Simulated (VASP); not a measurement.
Set up this calculation in VASP 6.6.1, as the native input.

```
Task                   : single point
Functional             : r2SCAN
Potentials or basis    : VASP PAW PBE potentials, release 64 (Pb_d, S)
Cutoff                 : 550 eV
k mesh                 : 8 × 8 × 8
Occupations            : gaussian, width 0.05 eV
Spin                   : no spin polarisation
Dipole correction      : no
Further INCAR settings : ALGO = Normal; EDIFF = 1e-06; NBANDS = 17
```

Crystal: PbS.

```xyz
2
Lattice="0.0000 2.8167 3.1132 2.8167 0.0000 3.1132 2.8167 2.8167 0.0000" Properties=species:S:1:pos:R:3 pbc="T T T"
Pb    0.0000    0.0000    0.0000
S     2.8167    2.8167    3.1132
```

This cell differs from its parent crystal: strain -0.050 along x and y, +0.050 along z.

The input as run:

POSCAR

```
PbS
1.0
    0.0000000000      2.8167500000      3.1132500000
    2.8167500000      0.0000000000      3.1132500000
    2.8167500000      2.8167500000      0.0000000000
Pb S
1 1
Direct
    0.0000000000      0.0000000000      0.0000000000
    0.5000000000      0.5000000000      0.5000000000
```

INCAR.step1

```
ALGO = Normal ; EDIFF = 1E-5
ENCUT = 550 ; GGA = PE
GGA_COMPAT = False ; ISMEAR = 0
LASPH = True ; LCHARG = False
LREAL = False ; LWAVE = True
NBANDS = 17 ; NELM = 120
PREC = Accurate ; SIGMA = 0.05
```

INCAR.step2

```
ALGO = Normal ; EDIFF = 1E-6
ENCUT = 550 ; GGA_COMPAT = False
ISIF = 2 ; ISMEAR = 0
ISTART = 1 ; LASPH = True
LCHARG = False ; LMIXTAU = True
LREAL = False ; LWAVE = False
METAGGA = R2SCAN ; NBANDS = 17
NELM = 120 ; PREC = Accurate
SIGMA = 0.05
```

KPOINTS

```
k-points
0
Gamma
  8 8 8
```

Potentials or basis: VASP PAW PBE potentials, release 64 (Pb_d, S).

The run is started by

```sh
$ cat potpaw_PBE.64/Pb_d/POTCAR potpaw_PBE.64/S/POTCAR > POTCAR
$ cp INCAR.step1 INCAR
$ mpirun -np 1 vasp_std > vasp.out
$ cp INCAR.step2 INCAR
$ mpirun -np 1 vasp_std > vasp.out
```

It gave:

| Quantity | Value |
| --- | --- |
| Pressure | 7.0 GPa |
| Band gap on the k mesh | 0.10 eV |

Caveat: the cell differs from its parent crystal (strain -0.050 along x and y, +0.050 along z); the cell stands under pressure; the PAW data sets were made with another functional, which shifts forces and pressure a little; spin-orbit coupling is left out, which moves the levels of the heavy elements.

Run time: 110 s on 1 thread of AMD EPYC 9R45 96-Core Processor (Zen 5) (shared host), peak memory 0.18 GiB.
